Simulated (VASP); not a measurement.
# VO2 in VASP: a series of runs

VO2 is run at these levels: PBE+U; tasks: relaxation of shape and atoms at fixed volume, density of states.

The COD entry that gives the cell may itself be a prediction, so a difference from it is no test against experiment.

Program: VASP 6.6.1. These are calculated values, not measurements. Logs are shortened: lines on timing, memory, paths and dates and some standing lists are left out, and cuts for length are marked.

### 1 The cell of the first run

It takes space group P4_2/mnm (No. 136, tetragonal). The conventional cell has a = 4.387 Å, b = 4.387 Å, c = 2.969 Å, α = 90.00°, β = 90.00°, γ = 90.00°. Within 2.5 Å of V (site symmetry mmm) lie 6 O at 1.85 to 1.94 Å. O (site symmetry m2m) has 3 V at 1.85 to 1.94 Å and 1 O at 2.49 Å within 2.5 Å.

### 2 Relaxation of shape and atoms at fixed volume, PBE+U, collinear spin, ferromagnetic start (volume scaled by 0.94)

The input, INCAR:

```
PREC = Accurate
ENCUT = 600
EDIFF = 1E-7
ISMEAR = 0
SIGMA = 0.02
LREAL = F
LASPH = T
NELM = 200
ALGO = Normal
ISIF = 4
LWAVE = F
LCHARG = F
ISPIN = 2
MAGMOM = 0.95 0.95 0 0 0 0
LORBIT = 11
LMAXMIX = 4
LDAU = T
LDAUTYPE = 2
LDAUL = 2 -1
LDAUU = 3.25 0
LDAUJ = 0 0
LDAUPRINT = 1
GGA = PE
IBRION = 2
NSW = 50
EDIFFG = -0.01
GGA_COMPAT = F
NELMIN = 4
KPAR = 4
```

The input, KPOINTS:

```
Automatic mesh
0
Gamma
  6 10 6
```

The input, POSCAR:

```
VO2
1.0
    4.3859972272      0.0000000000      0.0693715688
    0.0000000000      2.9690974709      0.0000000000
   -0.0693272670      0.0000000000      4.3859979277
V O
2 4
Direct
    0.0000000000      0.0000000000      0.0000000000
    0.5000000000      0.5000000000      0.5000000000
    0.7989493437      0.5000000000      0.2010506563
    0.2010506563      0.5000000000      0.7989493437
    0.7010507500      0.0000000000      0.7010507500
    0.2989492500      0.0000000000      0.2989492500
```

Potentials or basis: VASP PAW PBE potentials, release 64 (V_sv, O).

On the command line:

```bash
$ cat potpaw_PBE.64/V_sv/POTCAR potpaw_PBE.64/O/POTCAR > POTCAR
$ mpirun -np 4 vasp_std > vasp.out
```

OUTCAR:

```text
PREC = Accurate
   ENCUT = 600
   EDIFF = 1E-7
   ISMEAR = 0
   LREAL = F
   LASPH = T
   NELM = 200
   ISIF = 4
   ISPIN = 2
   LORBIT = 11
   GGA = PE
   IBRION = 2
   NSW = 50
   EDIFFG = -0.01
   NELMIN = 4

 ion  position               nearest neighbor table
   1  0.000  0.000  0.000-   5 1.85   6 1.85   3 1.94   4 1.94   3 1.94   4 1.94
   2  0.500  0.500  0.500-   3 1.85   4 1.85   5 1.94   6 1.94   5 1.94   6 1.94
   3  0.799  0.500  0.201-   2 1.85   1 1.94   1 1.94
   4  0.201  0.500  0.799-   2 1.85   1 1.94   1 1.94
   5  0.701  0.000  0.701-   1 1.85   2 1.94   2 1.94
   6  0.299  0.000  0.299-   1 1.85   2 1.94   2 1.94

  LATTYP: Found a base centered orthorhombic cell.
 ALAT       =     6.2034812381
 B/A-ratio  =     1.0000101008
 C/A-ratio  =     0.4786179497

  Lattice vectors:

 A1 = (  -4.3859972272,   0.0000000000,  -0.0693715688)
 A2 = (  -0.0693272670,   0.0000000000,   4.3859979277)
 A3 = (   0.0000000000,   2.9690974709,   0.0000000000)

Analysis of symmetry for initial positions (statically):
=====================================================================
 Subroutine PRICEL returns:
 Original cell was already a primitive cell.

 Routine SETGRP: Setting up the symmetry group for a
 base centered orthorhombic supercell.

 Subroutine GETGRP returns: Found  8 space group operations
 (whereof  8 operations were pure point group operations)
 out of a pool of  8 trial point group operations.

The static configuration has the point symmetry D_2h.

Analysis of symmetry for dynamics (positions and initial velocities):
=====================================================================
 Subroutine PRICEL returns:
 Original cell was already a primitive cell.

 Routine SETGRP: Setting up the symmetry group for a
 base centered orthorhombic supercell.

 Subroutine GETGRP returns: Found  8 space group operations
 (whereof  8 operations were pure point group operations)
 out of a pool of  8 trial point group operations.

The dynamic configuration has the point symmetry D_2h.

Analysis of structural, dynamic, and magnetic symmetry:
=====================================================================
 Subroutine PRICEL returns:
 Original cell was already a primitive cell.

 Routine SETGRP: Setting up the symmetry group for a
 base centered orthorhombic supercell.

 Subroutine GETGRP returns: Found  8 space group operations
 (whereof  8 operations were pure point group operations)
 out of a pool of  8 trial point group operations.

The overall configuration has the point symmetry D_2h.

 Subroutine INISYM returns: Found  8 space group operations
 (whereof  8 operations are pure point group operations),
 and found     1 'primitive' translations

----------------------------------------------------------------------------------------

                                     Primitive cell

  volume of cell :      57.1307

  direct lattice vectors                    reciprocal lattice vectors
     4.385997227  0.000000000  0.069371569     0.227941334  0.000000000  0.003602954
     0.000000000  2.969097471  0.000000000     0.000000000  0.336802685  0.000000000
    -0.069327267  0.000000000  4.385997928    -0.003605257  0.000000000  0.227941297

  length of vectors
     4.386545804  2.969097471  4.386545804     0.227969807  0.336802685  0.227969807

[... 137 lines left out ...]
  ext. energy  EPLUGINS =         0.00000000
  ---------------------------------------------------
  free energy    TOTEN  =       -46.30862329 eV

  energy without entropy =      -46.30862329  energy(sigma->0) =      -46.30862329

------------------------ aborting loop because EDIFF is reached ----------------------------------------

  FORCE on cell =-STRESS in cart. coord.  units (eV):
  Direction    XX          YY          ZZ          XY          YZ          ZX
  --------------------------------------------------------------------------------------
  -------------------------------------------------------------------------------------
  Total        7.3394167      7.5296792      7.3393481      0.0000000      0.0000000     -0.0010834
  in kB      205.8269955    211.1627267    205.8250733      0.0000000      0.0000000     -0.0303838
  external PRESSURE =     207.6049318 kB  Pullay stress =       0.0000000 kB
[... 101 lines left out ...]
  FREE ENERGIE OF THE ION-ELECTRON SYSTEM (eV)
  ---------------------------------------------------
  free  energy   TOTEN  =       -46.3090133306 eV

  energy  without entropy=      -46.3090133306  energy(sigma->0) =      -46.30901333

atom =   1  type =  1  l = 2

 onsite density matrix

spin component  1

  0.2258 -0.0749  0.0000  0.0000  0.0000
 -0.0749  0.2210  0.0000  0.0000  0.0000
  0.0000  0.0000  0.3152 -0.1115  0.2540
  0.0000  0.0000 -0.1115  0.5550 -0.2172
  0.0000  0.0000  0.2540 -0.2172  0.6263

spin component  2

  0.2009 -0.0816  0.0000  0.0000  0.0000
 -0.0816  0.1958  0.0000  0.0000  0.0000
  0.0000  0.0000  0.1389  0.0645  0.0062
  0.0000  0.0000  0.0645  0.2455  0.1046
  0.0000  0.0000  0.0062  0.1046  0.1371

 occupancies and eigenvectors

  o =  0.0610  v =  0.0000  0.0000  0.0000  0.0000  0.0000  0.0000  0.0000 -0.4010  0.5541 -0.7295      0.0000  0.0000  0.0000  0.0000  0.0000  0.0000  0.0000  0.0000  0.0000  0.0000
  o =  0.1167  v =  0.0000  0.0000  0.0000  0.0000  0.0000 -0.6958 -0.7182  0.0000  0.0000  0.0000      0.0000  0.0000  0.0000  0.0000  0.0000  0.0000  0.0000  0.0000  0.0000  0.0000
  o =  0.1330  v =  0.0000  0.0000  0.0000  0.0000  0.0000  0.0000  0.0000  0.8656 -0.0316 -0.4998      0.0000  0.0000  0.0000  0.0000  0.0000  0.0000  0.0000  0.0000  0.0000  0.0000
  o =  0.1484  v = -0.6958 -0.7182  0.0000  0.0000  0.0000  0.0000  0.0000  0.0000  0.0000  0.0000      0.0000  0.0000  0.0000  0.0000  0.0000  0.0000  0.0000  0.0000  0.0000  0.0000
  o =  0.1725  v =  0.0000  0.0000  0.8656 -0.0316 -0.4998  0.0000  0.0000  0.0000  0.0000  0.0000      0.0000  0.0000  0.0000  0.0000  0.0000  0.0000  0.0000  0.0000  0.0000  0.0000
  o =  0.2800  v =  0.0000  0.0000  0.0000  0.0000  0.0000 -0.7182  0.6958  0.0000  0.0000  0.0000      0.0000  0.0000  0.0000  0.0000  0.0000  0.0000  0.0000  0.0000  0.0000  0.0000
  o =  0.2984  v = -0.7182  0.6958  0.0000  0.0000  0.0000  0.0000  0.0000  0.0000  0.0000  0.0000      0.0000  0.0000  0.0000  0.0000  0.0000  0.0000  0.0000  0.0000  0.0000  0.0000
  o =  0.3274  v =  0.0000  0.0000  0.0000  0.0000  0.0000  0.0000  0.0000 -0.3000 -0.8319 -0.4669      0.0000  0.0000  0.0000  0.0000  0.0000  0.0000  0.0000  0.0000  0.0000  0.0000
  o =  0.3957  v =  0.0000  0.0000 -0.2967 -0.8363 -0.4610  0.0000  0.0000  0.0000  0.0000  0.0000      0.0000  0.0000  0.0000  0.0000  0.0000  0.0000  0.0000  0.0000  0.0000  0.0000
  o =  0.9282  v =  0.0000  0.0000 -0.4034  0.5473 -0.7333  0.0000  0.0000  0.0000  0.0000  0.0000      0.0000  0.0000  0.0000  0.0000  0.0000  0.0000  0.0000  0.0000  0.0000  0.0000

atom =   2  type =  1  l = 2

 onsite density matrix

spin component  1

  0.2210  0.0749  0.0000  0.0000  0.0000
  0.0749  0.2258  0.0000  0.0000  0.0000
  0.0000  0.0000  0.3285  0.1324  0.2618
  0.0000  0.0000  0.1324  0.5550  0.2051
  0.0000  0.0000  0.2618  0.2051  0.6130

spin component  2

  0.1958  0.0816  0.0000  0.0000  0.0000
  0.0816  0.2009  0.0000  0.0000  0.0000
  0.0000  0.0000  0.1322 -0.0584  0.0023
  0.0000  0.0000 -0.0584  0.2455 -0.1082
  0.0000  0.0000  0.0023 -0.1082  0.1438

 occupancies and eigenvectors

  o =  0.0610  v =  0.0000  0.0000  0.0000  0.0000  0.0000  0.0000  0.0000  0.4313  0.5541  0.7120      0.0000  0.0000  0.0000  0.0000  0.0000  0.0000  0.0000  0.0000  0.0000  0.0000
  o =  0.1167  v =  0.0000  0.0000  0.0000  0.0000  0.0000 -0.7182  0.6958  0.0000  0.0000  0.0000      0.0000  0.0000  0.0000  0.0000  0.0000  0.0000  0.0000  0.0000  0.0000  0.0000
  o =  0.1330  v =  0.0000  0.0000  0.0000  0.0000  0.0000  0.0000  0.0000  0.8656 -0.0316 -0.4998      0.0000  0.0000  0.0000  0.0000  0.0000  0.0000  0.0000  0.0000  0.0000  0.0000
  o =  0.1485  v = -0.7182  0.6958  0.0000  0.0000  0.0000  0.0000  0.0000  0.0000  0.0000  0.0000      0.0000  0.0000  0.0000  0.0000  0.0000  0.0000  0.0000  0.0000  0.0000  0.0000
  o =  0.1726  v =  0.0000  0.0000  0.8656 -0.0316 -0.4998  0.0000  0.0000  0.0000  0.0000  0.0000      0.0000  0.0000  0.0000  0.0000  0.0000  0.0000  0.0000  0.0000  0.0000  0.0000
  o =  0.2800  v =  0.0000  0.0000  0.0000  0.0000  0.0000  0.6958  0.7182  0.0000  0.0000  0.0000      0.0000  0.0000  0.0000  0.0000  0.0000  0.0000  0.0000  0.0000  0.0000  0.0000
  o =  0.2984  v =  0.6958  0.7182  0.0000  0.0000  0.0000  0.0000  0.0000  0.0000  0.0000  0.0000      0.0000  0.0000  0.0000  0.0000  0.0000  0.0000  0.0000  0.0000  0.0000  0.0000
  o =  0.3275  v =  0.0000  0.0000  0.0000  0.0000  0.0000  0.0000  0.0000  0.2544 -0.8319  0.4932      0.0000  0.0000  0.0000  0.0000  0.0000  0.0000  0.0000  0.0000  0.0000  0.0000
  o =  0.3957  v =  0.0000  0.0000  0.2509 -0.8363  0.4874  0.0000  0.0000  0.0000  0.0000  0.0000      0.0000  0.0000  0.0000  0.0000  0.0000  0.0000  0.0000  0.0000  0.0000  0.0000
  o =  0.9282  v =  0.0000  0.0000 -0.4334 -0.5473 -0.7160  0.0000  0.0000  0.0000  0.0000  0.0000      0.0000  0.0000  0.0000  0.0000  0.0000  0.0000  0.0000  0.0000  0.0000  0.0000

--------------------------------------- Ionic step        4  -------------------------------------------

 number of electron      50.0000023 magnetization       2.0000004

 Free energy of the ion-electron system (eV)
  ---------------------------------------------------
  ext. energy  EPLUGINS =         0.00000000
  ---------------------------------------------------
  free energy    TOTEN  =       -46.30904138 eV

  energy without entropy =      -46.30904138  energy(sigma->0) =      -46.30904138

 E-fermi :   5.9997     XC(G=0): -11.9739

 val. band max:        5.7799769420   @ k =   0.1667   0.2000   0.1667
 cond. band min:       6.8237346841   @ k =   0.5000   0.5000   0.0000
 fundamental gap:      1.0437577421
 Fermi energy:         5.9997199787

 spin component 1

 k-point     1 :       0.0000    0.0000    0.0000
  band No.  band energies     occupation
      1     -59.6682      1.00000
      2     -59.6554      1.00000
      3     -33.7226      1.00000
      4     -33.7222      1.00000
      5     -33.3304      1.00000
      6     -33.3074      1.00000
[... 1660 lines left out ...]
  FREE ENERGIE OF THE ION-ELECTRON SYSTEM (eV)
  ---------------------------------------------------
  free  energy   TOTEN  =       -46.3090413765 eV

  energy  without entropy=      -46.3090413765  energy(sigma->0) =      -46.30904138

 reached required accuracy - stopping structural energy minimisation

 total charge

# of ion       s       p       d       tot
------------------------------------------
    1        2.304   6.372   2.826  11.503
    2        2.304   6.372   2.826  11.503
    3        1.570   3.532   0.000   5.102
    4        1.570   3.532   0.000   5.102
    5        1.570   3.532   0.000   5.102
    6        1.570   3.532   0.000   5.102
--------------------------------------------------
tot         10.887  26.873   5.653  43.413

 magnetization (x)

# of ion       s       p       d       tot
------------------------------------------
    1        0.015   0.014   1.023   1.052
    2        0.015   0.014   1.023   1.052
    3       -0.002  -0.037   0.000  -0.039
    4       -0.002  -0.037   0.000  -0.039
    5       -0.002  -0.037   0.000  -0.039
    6       -0.002  -0.037   0.000  -0.039
--------------------------------------------------
tot          0.023  -0.121   2.045   1.948
```

Wall time 80 s (4 MPI ranks of Intel Xeon 6975P-C (Granite Rapids), shared host); peak memory 0.36 GiB.

What came out:

```
Free energy                                           : -46.3090 eV
Energy gained by relaxing                             : 0.1 meV/atom
Ionic steps                                           : 4
Pressure after relaxing                               : 20.7 GPa
Band gap on the k mesh                                : 1.04 eV, indirect (least direct gap 1.28 eV)
Net moment                                            : 2.00 μB per cell
Site moments                                          : V +1.05; O -0.04 μB
Valence electrons inside the program's atomic spheres : V 11.50; O 5.10
```

Step by step:
| step | energy change (eV) | largest force (eV/Å) | pressure (GPa) | volume (Å³) |
| --- | --- | --- | --- | --- |
| 1 | 0.0000 | 0.0426 | 20.76 | 57.13 |
| 2 | -0.0004 | 0.0061 | 20.74 | 57.13 |
| 3 | -0.0004 | 0.0120 | 20.72 | 57.13 |
| 4 | -0.0004 | 0.0014 | 20.71 | 57.13 |

Final structure:
```
V O
1.0
     4.38134    0.00000    0.06931
     0.00000    2.97541    0.00000
    -0.06924    0.00000    4.38134
V O
2 4
Direct
  0.00000 0.00000 0.00000
  0.50000 0.50000 0.50000
  0.79938 0.50000 0.20062
  0.20062 0.50000 0.79938
  0.70061 0.00000 0.70061
  0.29939 0.00000 0.29939
```

Eigenvalues of the final occupation matrices:
```
    site  spin  trace               eigenvalues
site 1 d     1   1.94  0.15 0.17 0.30 0.40 0.93
site 1 d     2   0.92  0.06 0.12 0.13 0.28 0.33
site 2 d     1   1.94  0.15 0.17 0.30 0.40 0.93
site 2 d     2   0.92  0.06 0.12 0.13 0.28 0.33
```

Caveat: the cell differs from its parent crystal (volume scaled by 0.94).

### 3 Density of states, PBE+U, collinear spin, ferromagnetic start

This run uses another cell than the first one, of 10.13 Å³/atom, 1.064 times its volume.

The input, POSCAR:

```
VO2
1.0
    4.4813879536      0.0000000000      0.0709111633
    0.0000000000      3.0255691672      0.0000000000
   -0.0708044086      0.0000000000      4.4814003969
V O
2 4
Direct
    0.0000000000      0.0000000000      0.0000000000
    0.5000000000      0.5000000000      0.5000000000
    0.7989779744      0.5000000000      0.2010270964
    0.2010220256      0.5000000000      0.7989729036
    0.7010194292      0.0000000000      0.7010258083
    0.2989805708      0.0000000000      0.2989741917
```

The input, INCAR.step1:

```
PREC = Accurate
ENCUT = 520
EDIFF = 1E-6
ISMEAR = 0
SIGMA = 0.02
LREAL = False
LASPH = True
NELM = 200
ALGO = Normal
ISIF = 2
LWAVE = False
LCHARG = True
ISPIN = 2
MAGMOM = 0.95 0.95 0 0 0 0
LMAXMIX = 4
LDAU = True
LDAUTYPE = 2
LDAUL = 2 -1
LDAUU = 3.25 0
LDAUJ = 0 0
LDAUPRINT = 1
GGA = PE
NBANDS = 38
GGA_COMPAT = False
NEDOS = 2001
LORBIT = 11
KPAR = 4
```

The input, KPOINTS.step1:

```
Automatic mesh
0
Gamma
  6 10 6
```

The input, INCAR.step2:

```
PREC = Accurate
ENCUT = 520
EDIFF = 1E-6
ISMEAR = -5
SIGMA = 0.02
LREAL = False
LASPH = True
NELM = 200
ALGO = Normal
ISIF = 2
LWAVE = False
LCHARG = False
ISPIN = 2
MAGMOM = 0.95 0.95 0 0 0 0
LORBIT = 10
LMAXMIX = 4
LDAU = True
LDAUTYPE = 2
LDAUL = 2 -1
LDAUU = 3.25 0
LDAUJ = 0 0
LDAUPRINT = 1
GGA = PE
NBANDS = 38
NEDOS = 2001
ICHARG = 11
GGA_COMPAT = False
KPAR = 4
```

The input, KPOINTS.step2:

```
Automatic mesh
0
Gamma
  9 15 9
```

Potentials or basis: VASP PAW PBE potentials, release 64 (V_sv, O).

On the command line:

```bash
$ cat potpaw_PBE.64/V_sv/POTCAR potpaw_PBE.64/O/POTCAR > POTCAR
$ cp INCAR.step1 INCAR
$ cp KPOINTS.step1 KPOINTS
$ mpirun -np 4 vasp_std > vasp.out
$ cp INCAR.step2 INCAR
$ cp KPOINTS.step2 KPOINTS
$ mpirun -np 4 vasp_std > vasp.out
```

OUTCAR:

```text
PREC = Accurate
   ENCUT = 520
   EDIFF = 1E-6
   ISMEAR = -5
   LREAL = False
   LASPH = True
   NELM = 200
   ISIF = 2
   ISPIN = 2
   LORBIT = 10
   GGA = PE
   ICHARG = 11

 ion  position               nearest neighbor table
   1  0.000  0.000  0.000-   5 1.90   6 1.90   3 1.98   4 1.98   3 1.98   4 1.98
   2  0.500  0.500  0.500-   3 1.90   4 1.90   5 1.98   6 1.98   5 1.98   6 1.98
   3  0.799  0.500  0.201-   2 1.90   1 1.98   1 1.98
   4  0.201  0.500  0.799-   2 1.90   1 1.98   1 1.98
   5  0.701  0.000  0.701-   1 1.90   2 1.98   2 1.98
   6  0.299  0.000  0.299-   1 1.90   2 1.98   2 1.98

  LATTYP: Found a base centered orthorhombic cell.
 ALAT       =     6.3383649770
 B/A-ratio  =     1.0000238600
 C/A-ratio  =     0.4773422134

  Lattice vectors:

 A1 = (  -4.4813879536,   0.0000000000,  -0.0709111633)
 A2 = (  -0.0708044086,   0.0000000000,   4.4814003969)
 A3 = (   0.0000000000,   3.0255691672,   0.0000000000)

Analysis of symmetry for initial positions (statically):
[... 2209 lines left out ...]
  -------------------------------------------------------------------------------------
  Total        1.4169933      1.3203385      1.4168360      0.0000000      0.0000000     -0.0025930
  in kB       37.3539408     34.8059856     37.3497958      0.0000000      0.0000000     -0.0683552
  external PRESSURE =      36.5032408 kB  Pullay stress =       0.0000000 kB

 VOLUME and BASIS-vectors are now :
 -----------------------------------------------------------------------------
  energy-cutoff  :      520.00
  volume of cell :       60.78
      direct lattice vectors                 reciprocal lattice vectors
     4.481387954  0.000000000  0.070911163     0.223089379  0.000000000  0.003524727
     0.000000000  3.025569167  0.000000000     0.000000000  0.330516324  0.000000000
    -0.070804409  0.000000000  4.481400397    -0.003530041  0.000000000  0.223088760

 POSITION                                       TOTAL-FORCE (eV/Angst)
 -----------------------------------------------------------------------------------
      0.00000      0.00000      0.00000        -0.000000     -0.000000      0.000000
      2.20529      1.51278      2.27616        -0.000000     -0.000000      0.000000
      3.56630      1.51278      0.95754         0.034443     -0.000000     -0.033370
      0.84429      1.51278      3.59477        -0.034443     -0.000000      0.033370
      3.09190      0.00000      3.19129        -0.032766     -0.000000     -0.033819
      1.31868      0.00000      1.36102         0.032766      0.000000      0.033819
 -----------------------------------------------------------------------------------
    total drift:                                0.000000      0.000000      0.000000

  FREE ENERGIE OF THE ION-ELECTRON SYSTEM (eV)
  ---------------------------------------------------
  free  energy   TOTEN  =       -46.5748529795 eV

  energy  without entropy=      -46.5748529795  energy(sigma->0) =      -46.57485298

 total charge

# of ion       s       p       d       tot
------------------------------------------
    1        2.282   6.326   2.744  11.353
    2        2.282   6.326   2.744  11.353
    3        1.569   3.494   0.000   5.063
    4        1.569   3.494   0.000   5.063
    5        1.569   3.494   0.000   5.063
    6        1.569   3.494   0.000   5.063
--------------------------------------------------
tot         10.843  26.628   5.488  42.959

 magnetization (x)

# of ion       s       p       d       tot
------------------------------------------
    1        0.014   0.013   1.043   1.071
    2        0.014   0.013   1.043   1.071
    3       -0.002  -0.047   0.000  -0.049
    4       -0.002  -0.047   0.000  -0.049
    5       -0.002  -0.047   0.000  -0.049
    6       -0.002  -0.047   0.000  -0.049
--------------------------------------------------
tot          0.021  -0.163   2.087   1.945
```

Run time: 5.2 min. Hardware: 4 MPI ranks of Intel Xeon Platinum 8488C (Sapphire Rapids), shared host; peak memory 0.64 GiB.

Results:

```yaml
Net_moment: 2.00 μB per cell
Site_moments: V +1.07; O -0.05 μB
Valence_electrons_inside_the_program's_atomic_spheres: V 11.35; O 5.06
```

Levels at points of the mesh, in eV from the valence-band top:
Spin up:
| k point | band 22 | band 23 | band 24 | band 25 | band 26 | band 27 | band 28 | band 29 | band 30 | band 31 |
| --- | --- | --- | --- | --- | --- | --- | --- | --- | --- | --- |
| (0.00, 0.00, 0.00) | -1.00 | -0.95 | -0.54 | -0.54 | 0.00 | 1.24 | 1.36 | 1.36 | 2.47 | 3.42 |
Spin down:
```
           k point  band 21  band 22  band 23  band 24  band 25  band 26  band 27  band 28
(0.00, 0.00, 0.00)    -1.00    -0.64    -0.64    -0.14     2.09     2.14     2.14     2.74
```

Eigenvalues of the final occupation matrices:
```
    site  spin  trace               eigenvalues
site 1 d     1   1.91  0.15 0.17 0.29 0.38 0.93
site 1 d     2   0.86  0.05 0.11 0.13 0.26 0.31
site 2 d     1   1.91  0.15 0.17 0.29 0.38 0.93
site 2 d     2   0.86  0.05 0.11 0.13 0.26 0.31
```

The state reached can hang on the start; a lower one may exist.
